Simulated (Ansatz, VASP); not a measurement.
**One calculation of Au, two programs**

```
Au
1.0
     3.39780    1.96172    5.79461
    -3.39780    1.96172    5.79461
     0.00000   -3.92344    5.79461
Au
12
Cartesian
  -2.1862 1.2622 3.9055
  0.0000 -2.5244 3.9055
  2.1862 1.2622 3.9055
  2.1862 -1.2622 13.4783
  -2.1862 -1.2622 13.4783
  0.0000 2.5244 13.4783
  -1.3911 0.8032 6.2174
  0.0000 -1.6063 6.2174
  1.3911 0.8032 6.2174
  1.3911 -0.8032 11.1665
  -1.3911 -0.8032 11.1665
  0.0000 1.6063 11.1665
```

Alike in both runs: task single point; functional PBE; k mesh 3 × 3 × 3; occupations gaussian, width 0.1 eV; no spin polarisation.

```csv
,VASP,Ansatz
version,VASP 6.6.1,Ansatz 0.2.0
potentials or method,"VASP PAW PBE potentials, release 64 (Au), cutoff 520 eV","scalar-relativistic, plane waves, PAW"
valence electrons in the cell,132,228
```

```tsv
	VASP	Ansatz	Ansatz less VASP
gap on the k mesh at the Fermi level (eV)	none	none	-
rms of the force components (eV/Å)	3.383	3.381	-0.0020
```

Atom by atom the forces differ by 0.022 eV/Å (rms over components). A gap of «none» marks a metal or a gap that the smearing closes. The functional is the same, so the differences come from potentials, cutoffs and numerics. VASP's potentials hold 132 valence electrons a cell and Ansatz's 228, so a difference there can come from the potentials and not from the codes.

The k mesh is coarse, so the values compare programs but aren't converged. Neither program's run includes spin-orbit coupling.
